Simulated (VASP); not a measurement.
NaCl, 2 atoms in the cell. Symmetry: P4/mmm, No. 123, tetragonal system. Conventional cell: a = 2.860 Å, b = 2.860 Å, c = 2.831 Å, α = 90.00°, β = 90.00°, γ = 90.00°. Within 3.3 Å of Na (site symmetry 4/mmm) lie 8 Cl at 2.47 Å and 6 Na at 2.83 to 2.86 Å. Within 3.3 Å of Cl (site symmetry 4/mmm) lie 8 Na at 2.47 Å and 6 Cl at 2.83 to 2.86 Å.  This cell differs from its parent crystal: zz strain of -1 %.

| Quantity | Value |
| --- | --- |
| Program | VASP 6.6.1 |
| Task | single point |
| Functional | PBEsol |
| Potentials or basis | VASP PAW PBE potentials, release 64 (Na_pv, Cl) |
| Cutoff | 520 eV |
| k mesh | 8 × 8 × 8 |
| Occupations | fermi-dirac, width 0.02 eV |
| Spin | no spin polarisation |
| Dipole correction | no |
| Further INCAR settings | ALGO = Normal; EDIFF = 1e-07; NBANDS = 14 |

Potentials or basis: VASP PAW PBE potentials, release 64 (Na_pv, Cl).

Command:

```sh
$ cat potpaw_PBE.64/Na_pv/POTCAR potpaw_PBE.64/Cl/POTCAR > POTCAR
$ mpirun -np 1 vasp_std > vasp.out
```

Hardware: 1 thread of Intel(R) Xeon(R) Platinum 8559C (Emerald Rapids), with other jobs on the host.

**Question.** Estimate the wall time of this run.

**Answer.** Wall time 13 s on 1 thread of Intel(R) Xeon(R) Platinum 8559C (Emerald Rapids), on a shared host, peak memory 0.14 GiB. Counts: scf iterations 13, k points 75.
